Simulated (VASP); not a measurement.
# BaS (zincblende type) (F-43m) in VASP: further runs

BaS (zincblende type) is run at these levels: PBE; tasks: electric field gradients.

All numbers are computed with VASP 6.6.1; they aren't measurements. Logs are shortened: lines on timing, memory, paths and dates and some standing lists are left out, and cuts for length are marked.

### Step 1. The cell of the first run

It takes space group F-43m (No. 216, cubic). The conventional cell has a = 6.890 Å, b = 6.890 Å, c = 6.890 Å, α = 90.00°, β = 90.00°, γ = 90.00°. Ba (site symmetry -43m) has 4 S at 2.98 Å within 3.9 Å. Within 3.9 Å of S (site symmetry -43m) lie 4 Ba at 2.98 Å.

### Step 2. Electric field gradients, PBE (volume scaled by 0.9405)

INCAR

```
SYSTEM = BaS
ALGO = Normal ; EDIFF = 1E-8
ENCUT = 520 ; GGA = PE
ISIF = 2 ; ISMEAR = -1
LASPH = .True. ; LCHARG = .False.
LEFG = .True. ; LREAL = .False.
LWAVE = .False. ; NBANDS = 15
NELM = 60 ; PREC = Accurate
SIGMA = 0.08
```

KPOINTS

```
k-points
0
Gamma
  9 9 9
  0 0 0
```

POSCAR

```
BaS
1.0
    0.0000000000      3.4449689892      3.4449689892
    3.4449689892      0.0000000000      3.4449689892
    3.4449689892      3.4449689892      0.0000000000
Ba S
1 1
Direct
    0.0000000000      0.0000000000      0.0000000000
    0.2500000000      0.2500000000      0.2500000000
```

Potentials or basis: VASP PAW PBE potentials, release 64 (Ba_sv, S).

Started as:

```bash
> cat potpaw_PBE.64/Ba_sv/POTCAR potpaw_PBE.64/S/POTCAR > POTCAR
> mpirun -np 1 vasp_std > vasp.out
```

OUTCAR:

```text
SYSTEM = BaS
   EDIFF = 1E-8
   ENCUT = 520
   GGA = PE
   ISIF = 2
   ISMEAR = -1
   LASPH = .True.
   LREAL = .False.
   NELM = 60
   PREC = Accurate

 ion  position               nearest neighbor table
   1  0.000  0.000  0.000-   2 2.98   2 2.98   2 2.98   2 2.98
   2  0.250  0.250  0.250-   1 2.98   1 2.98   1 2.98   1 2.98

  LATTYP: Found a face centered cubic cell.
 ALAT       =     6.8899379784

  Lattice vectors:

 A1 = (   0.0000000000,   3.4449689892,   3.4449689892)
 A2 = (   3.4449689892,   0.0000000000,   3.4449689892)
 A3 = (   3.4449689892,   3.4449689892,   0.0000000000)

Analysis of symmetry for initial positions (statically):
=====================================================================
 Subroutine PRICEL returns:
 Original cell was already a primitive cell.

 Routine SETGRP: Setting up the symmetry group for a
 face centered cubic supercell.

 Subroutine GETGRP returns: Found 24 space group operations
 (whereof 24 operations were pure point group operations)
 out of a pool of 48 trial point group operations.

The static configuration has the point symmetry T_d .

Analysis of symmetry for dynamics (positions and initial velocities):
=====================================================================
 Subroutine PRICEL returns:
 Original cell was already a primitive cell.

 Routine SETGRP: Setting up the symmetry group for a
 face centered cubic supercell.

 Subroutine GETGRP returns: Found 24 space group operations
 (whereof 24 operations were pure point group operations)
 out of a pool of 48 trial point group operations.

The dynamic configuration has the point symmetry T_d .

 Subroutine INISYM returns: Found 24 space group operations
 (whereof 24 operations are pure point group operations),
 and found     1 'primitive' translations

----------------------------------------------------------------------------------------

                                     Primitive cell

  volume of cell :      81.7685

  direct lattice vectors                    reciprocal lattice vectors
     0.000000000  3.444968989  3.444968989    -0.145139187  0.145139187  0.145139187
     3.444968989  0.000000000  3.444968989     0.145139187 -0.145139187  0.145139187
     3.444968989  3.444968989  0.000000000     0.145139187  0.145139187 -0.145139187

  length of vectors
[... 126 lines left out ...]

  energy without entropy =       -9.68627981  energy(sigma->0) =       -9.68627981

 E-fermi :   1.6957     XC(G=0):  -7.4156

 val. band max:        0.0649581457   @ k =  -0.3333   0.4444   0.2222
 cond. band min:       2.9536011236   @ k =   0.0000   0.0000   0.0000
 fundamental gap:      2.8886429779
 Fermi energy:         1.6956990509

 k-point     1 :       0.0000    0.0000    0.0000
  band No.  band energies     occupation
      1     -25.8187      2.00000
      2     -11.0162      2.00000
      3     -11.0162      2.00000
      4     -11.0162      2.00000
      5      -9.9143      2.00000
      6      -0.7026      2.00000
      7      -0.7026      2.00000
      8      -0.7026      2.00000
      9       2.9536      0.00000
     10       5.2206      0.00000
     11       5.2206      0.00000
     12       7.2904      0.00000
     13       7.2904      0.00000
     14       7.2904      0.00000
[... 401 lines left out ...]
      2     -11.9233      2.00000
      3     -11.1385      2.00000
      4     -11.1385      2.00000
      5      -8.8875      2.00000
      6      -1.1143      2.00000
      7       0.0625      2.00000
      8       0.0625      2.00000
      9       3.5483      0.00000
     10       4.8424      0.00000
     11       6.5818      0.00000
     12       6.6264      0.00000
     13       6.6264      0.00000
     14       8.3293      0.00000
     15      10.0102      0.00000

 [... further k-points ...]
[... 5 lines left out ...]
  --------------------------------------------------------------------------------------
  -------------------------------------------------------------------------------------
  Total        1.2770609      1.2770609      1.2770609     -0.0000000     -0.0000000     -0.0000000
  in kB       25.0228188     25.0228188     25.0228188     -0.0000000     -0.0000000     -0.0000000
  external PRESSURE =      25.0228188 kB  Pullay stress =       0.0000000 kB

 VOLUME and BASIS-vectors are now :
 -----------------------------------------------------------------------------
  energy-cutoff  :      520.00
  volume of cell :       81.77
      direct lattice vectors                 reciprocal lattice vectors
     0.000000000  3.444968989  3.444968989    -0.145139187  0.145139187  0.145139187
     3.444968989  0.000000000  3.444968989     0.145139187 -0.145139187  0.145139187
     3.444968989  3.444968989  0.000000000     0.145139187  0.145139187 -0.145139187

 POSITION                                       TOTAL-FORCE (eV/Angst)
 -----------------------------------------------------------------------------------
      0.00000      0.00000      0.00000         0.000000      0.000000      0.000000
      1.72248      1.72248      1.72248        -0.000000     -0.000000     -0.000000
 -----------------------------------------------------------------------------------
    total drift:                               -0.000000     -0.000000     -0.000000

  FREE ENERGIE OF THE ION-ELECTRON SYSTEM (eV)
  ---------------------------------------------------
  free  energy   TOTEN  =        -9.6862798080 eV

  energy  without entropy=       -9.6862798061  energy(sigma->0) =       -9.68627981

 Electric field gradients (V/A^2)
---------------------------------------------------------------------
 ion       V_xx      V_yy      V_zz      V_xy      V_xz      V_yz
---------------------------------------------------------------------
   1       0.000    -0.000    -0.000     0.000     0.000     0.000
   2      -0.000     0.000     0.000    -0.000    -0.000    -0.000
---------------------------------------------------------------------

 Electric field gradients after diagonalization (V/A^2)
 (convention: |V_zz| > |V_xx| > |V_yy|)
----------------------------------------------------------------------
 ion       V_xx      V_yy      V_zz     asymmetry (V_yy - V_xx)/ V_zz
----------------------------------------------------------------------
   1      -0.000    -0.000     0.000       0.000
   2       0.000     0.000    -0.001       0.000
----------------------------------------------------------------------

           NMR quadrupolar parameters

 Cq : quadrupolar parameter    Cq=e*Q*V_zz/h
 eta: asymmetry parameters     (V_yy - V_xx)/ V_zz
 Q  : nuclear electric quadrupole moment in mb (millibarn)
----------------------------------------------------------------------
 ion       Cq(MHz)       eta       Q (mb)
----------------------------------------------------------------------
   1       0.000       0.000       1.000
   2      -0.000       0.000       1.000
----------------------------------------------------------------------
```

Wall time 50 s (1 thread of Intel Xeon Platinum 8375C at 2.90GHz (Ice Lake), shared host); peak memory 0.22 GiB.

What came out:

```
Free energy            : -9.6863 eV
Pressure               : 2.5 GPa
Band gap on the k mesh : 2.89 eV, indirect (least direct gap 3.46 eV)
```

Caveat: without QUAD_EFG the Cq values of the log hold for a quadrupole moment of 1 mb, not for the nuclei; spin-orbit coupling is left out, which moves the levels of the heavy elements.

### Step 3. Electric field gradients, PBE (volume scaled by 0.98)

INCAR

```
SYSTEM = BaS
  PREC = Accurate
  ENCUT = 520
  EDIFF = 1E-8
  ISMEAR = -1
  SIGMA = 0.08
  LREAL = .FALSE.
  LASPH = .TRUE.
  NELM = 80
  ALGO = Normal
  ISIF = 2
  LWAVE = .FALSE.
  LCHARG = .FALSE.
  GGA = PE
  LEFG = .TRUE.
  NBANDS = 15
```

KPOINTS

```
Automatic mesh
0
G
  9 9 9
  0 0 0
```

POSCAR

```
BaS
1.0
    0.0000000000      3.4925374802      3.4925374802
    3.4925374802      0.0000000000      3.4925374802
    3.4925374802      3.4925374802      0.0000000000
Ba S
1 1
Direct
    0.0000000000      0.0000000000      0.0000000000
    0.2500000000      0.2500000000      0.2500000000
```

Potentials or basis: VASP PAW PBE potentials, release 64 (Ba_sv, S).

Started as:

```bash
> cat potpaw_PBE.64/Ba_sv/POTCAR potpaw_PBE.64/S/POTCAR > POTCAR
> mpirun -np 1 vasp_std > vasp.out
```

OUTCAR:

```text
SYSTEM = BaS
   PREC = Accurate
   ENCUT = 520
   EDIFF = 1E-8
   ISMEAR = -1
   LREAL = .FALSE.
   LASPH = .TRUE.
   NELM = 80
   ISIF = 2
   GGA = PE

 ion  position               nearest neighbor table
   1  0.000  0.000  0.000-   2 3.02   2 3.02   2 3.02   2 3.02
   2  0.250  0.250  0.250-   1 3.02   1 3.02   1 3.02   1 3.02

  LATTYP: Found a face centered cubic cell.
 ALAT       =     6.9850749604

  Lattice vectors:

 A1 = (   0.0000000000,   3.4925374802,   3.4925374802)
 A2 = (   3.4925374802,   0.0000000000,   3.4925374802)
 A3 = (   3.4925374802,   3.4925374802,   0.0000000000)

Analysis of symmetry for initial positions (statically):
=====================================================================
 Subroutine PRICEL returns:
 Original cell was already a primitive cell.

 Routine SETGRP: Setting up the symmetry group for a
 face centered cubic supercell.

 Subroutine GETGRP returns: Found 24 space group operations
 (whereof 24 operations were pure point group operations)
 out of a pool of 48 trial point group operations.

The static configuration has the point symmetry T_d .

Analysis of symmetry for dynamics (positions and initial velocities):
=====================================================================
 Subroutine PRICEL returns:
 Original cell was already a primitive cell.

 Routine SETGRP: Setting up the symmetry group for a
 face centered cubic supercell.

 Subroutine GETGRP returns: Found 24 space group operations
 (whereof 24 operations were pure point group operations)
 out of a pool of 48 trial point group operations.

The dynamic configuration has the point symmetry T_d .

 Subroutine INISYM returns: Found 24 space group operations
 (whereof 24 operations are pure point group operations),
 and found     1 'primitive' translations

----------------------------------------------------------------------------------------

                                     Primitive cell

  volume of cell :      85.2027

  direct lattice vectors                    reciprocal lattice vectors
     0.000000000  3.492537480  3.492537480    -0.143162386  0.143162386  0.143162386
     3.492537480  0.000000000  3.492537480     0.143162386 -0.143162386  0.143162386
     3.492537480  3.492537480  0.000000000     0.143162386  0.143162386 -0.143162386

  length of vectors
     4.939193872  4.939193872  4.939193872     0.247964527  0.247964527  0.247964527

  position of ions in fractional coordinates (direct lattice)
     0.000000000  0.000000000  0.000000000
     0.250000000  0.250000000  0.250000000

  ion indices of the primitive-cell ions
   primitive index   ion index
                 1           1
                 2           2

----------------------------------------------------------------------------------------

 KPOINTS: Automatic mesh

Automatic generation of k-mesh.
 Grid dimensions read from file:
 generate k-points for:    9    9    9

 Generating k-lattice:

[... 74 lines left out ...]
   EMIN   =  10.00;   EMAX   =-10.00  energy-range for DOS
   EFERMI =   0.00;   METHOD = LEGACY
   ISMEAR =    -1;   SIGMA  =   0.08  broadening in eV -4-tet -1-fermi 0-gaus
   EFERMI_NEDOS =   21; number of points for ismear=-14 and -15
   IALGO  =     38    algorithm
   IMIX   =      4    mixing-type and parameters
     AMIX     =   0.40;   BMIX     =  1.00
     AMIX_MAG =   1.60;   BMIX_MAG =  1.00
  volume/ion in A,a.u.               =      42.60       287.49
  Fermi-wavevector in a.u.,A,eV,Ry     =   0.937484  1.771587 11.957831  0.878876
  Thomas-Fermi vector in A             =   2.064599
   LORBIT       =      0    0 simple, 1 ext, 2 COOP (PROOUT), +10 PAW based schemes
   GGA     = PE    functional components
   LHFCALC =     F    Hartree Fock is set to
   AEXX    =    0.0000 exact exchange contribution
   IVDW    =     0    specifies the selected vdW correction
   LEPSILON=     F    determine dielectric tensor
   LRPA    =     F    only Hartree local field effects (RPA)
 non-spin polarized calculation
  energy-cutoff  :      520.00
  volume of cell :       85.20
 maximum number of plane-waves:      2306
 NGX is ok and might be reduce to    40
   NGX = 19   NGY = 19   NGZ = 19

 number of electron      15.9999998 magnetization

 Free energy of the ion-electron system (eV)
  ---------------------------------------------------
  ext. energy  EPLUGINS =         0.00000000
  ---------------------------------------------------
  free energy    TOTEN  =        -9.72456652 eV

  energy without entropy =       -9.72456652  energy(sigma->0) =       -9.72456652

 E-fermi :   1.4950     XC(G=0):  -7.2620

 val. band max:       -0.1101906347   @ k =  -0.3333   0.4444   0.2222
 cond. band min:       2.7164731028   @ k =   0.0000   0.0000   0.0000
 fundamental gap:      2.8266637375
 Fermi energy:         1.4950238201

 k-point     1 :       0.0000    0.0000    0.0000
  band No.  band energies     occupation
      1     -26.1082      2.00000
      2     -11.2950      2.00000
      3     -11.2950      2.00000
      4     -11.2950      2.00000
      5     -10.0254      2.00000
      6      -0.7999      2.00000
      7      -0.7999      2.00000
      8      -0.7999      2.00000
      9       2.7165      0.00000
     10       4.9950      0.00000
     11       4.9950      0.00000
     12       6.9696      0.00000
     13       6.9696      0.00000
     14       6.9696      0.00000
[... 401 lines left out ...]
      2     -12.0578      2.00000
      3     -11.3982      2.00000
      4     -11.3982      2.00000
      5      -9.1480      2.00000
      6      -1.2031      2.00000
      7      -0.1137      2.00000
      8      -0.1137      2.00000
      9       3.3656      0.00000
     10       4.6040      0.00000
     11       6.2685      0.00000
     12       6.3273      0.00000
     13       6.3273      0.00000
     14       7.8698      0.00000
     15       9.4925      0.00000

 [... further k-points ...]
[... 5 lines left out ...]
  --------------------------------------------------------------------------------------
  -------------------------------------------------------------------------------------
  Total        0.5758554      0.5758554      0.5758554     -0.0000000     -0.0000000      0.0000000
  in kB       10.8285616     10.8285616     10.8285616     -0.0000000     -0.0000000      0.0000000
  external PRESSURE =      10.8285616 kB  Pullay stress =       0.0000000 kB

 VOLUME and BASIS-vectors are now :
 -----------------------------------------------------------------------------
  energy-cutoff  :      520.00
  volume of cell :       85.20
      direct lattice vectors                 reciprocal lattice vectors
     0.000000000  3.492537480  3.492537480    -0.143162386  0.143162386  0.143162386
     3.492537480  0.000000000  3.492537480     0.143162386 -0.143162386  0.143162386
     3.492537480  3.492537480  0.000000000     0.143162386  0.143162386 -0.143162386

 POSITION                                       TOTAL-FORCE (eV/Angst)
 -----------------------------------------------------------------------------------
      0.00000      0.00000      0.00000         0.000000      0.000000     -0.000000
      1.74627      1.74627      1.74627        -0.000000     -0.000000      0.000000
 -----------------------------------------------------------------------------------
    total drift:                                0.000000      0.000000      0.000000

  FREE ENERGIE OF THE ION-ELECTRON SYSTEM (eV)
  ---------------------------------------------------
  free  energy   TOTEN  =        -9.7245665220 eV

  energy  without entropy=       -9.7245665192  energy(sigma->0) =       -9.72456652

 Electric field gradients (V/A^2)
---------------------------------------------------------------------
 ion       V_xx      V_yy      V_zz      V_xy      V_xz      V_yz
---------------------------------------------------------------------
   1      -0.000     0.000     0.000     0.000     0.000     0.000
   2      -0.000    -0.000    -0.000     0.000     0.000     0.000
---------------------------------------------------------------------

 Electric field gradients after diagonalization (V/A^2)
 (convention: |V_zz| > |V_xx| > |V_yy|)
----------------------------------------------------------------------
 ion       V_xx      V_yy      V_zz     asymmetry (V_yy - V_xx)/ V_zz
----------------------------------------------------------------------
   1      -0.000    -0.000     0.000       0.000
   2      -0.000    -0.000     0.001       0.000
----------------------------------------------------------------------

           NMR quadrupolar parameters

 Cq : quadrupolar parameter    Cq=e*Q*V_zz/h
 eta: asymmetry parameters     (V_yy - V_xx)/ V_zz
 Q  : nuclear electric quadrupole moment in mb (millibarn)
----------------------------------------------------------------------
 ion       Cq(MHz)       eta       Q (mb)
----------------------------------------------------------------------
   1       0.000       0.000       1.000
   2       0.000       0.000       1.000
----------------------------------------------------------------------
```

stdout:

```text
POSCAR found type information on POSCAR BaS
 POSCAR found :  2 types and       2 ions
 scaLAPACK will be used
 LDA part: xc-table for (Slater+PW92), standard interpolation
 POSCAR, INCAR and KPOINTS ok, starting setup
 FFT: planning ... GRIDC
 FFT: planning ... GRID_SOFT
 FFT: planning ... GRID
 WAVECAR not read
 entering main loop
ion   1

ion   2
```

Wall time 69 s (1 thread of Intel Xeon Platinum 8375C at 2.90GHz (Ice Lake), shared host); peak memory 0.26 GiB.

What came out:

```yaml
Free_energy: -9.7246 eV
Pressure: 1.1 GPa
Band_gap_on_the_k_mesh: 2.83 eV, indirect (least direct gap 3.46 eV)
```

Caveat: without QUAD_EFG the Cq values of the log hold for a quadrupole moment of 1 mb, not for the nuclei; spin-orbit coupling is left out, which moves the levels of the heavy elements.

(Continued in part 2 of 2.)
